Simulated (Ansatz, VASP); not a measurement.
# CaO: VASP beside Ansatz

```
CELL_PARAMETERS angstrom
0.00000 2.38556 2.38556
2.38556 0.00000 2.38556
2.38556 2.38556 0.00000
ATOMIC_POSITIONS crystal
Ca 0.00000 0.00000 0.00000
O 0.50000 0.50000 0.50000
```

Change from the starting cell: hydrostatic strain -0.5%.

Alike in both runs: task single point; functional HSE06; k mesh 6 × 6 × 6; no spin polarisation.

|  | VASP | Ansatz |
| --- | --- | --- |
| version | VASP 6.6.1 | Ansatz 0.2.0 |
| potentials or method | VASP PAW PBE potentials, release 64 (Ca_sv, O) | plane waves, PAW |
| plane-wave cutoff (eV) | 520 | 420 |
| occupations | gaussian, width 0.01 eV | fixed |
| valence electrons in the cell | 16 | 16 |

VASP gave:

```
gap on the k mesh at the Fermi level (eV) : 5.29
pressure (GPa)                            : 2.8
```

Problem. What did Ansatz give for the same quantities?

Solution. gap on the k mesh at the Fermi level (eV): 5.31; pressure (GPa): 2.0.

Ansatz's warnings: stress exchange threshold loose, stress scf threshold loose.
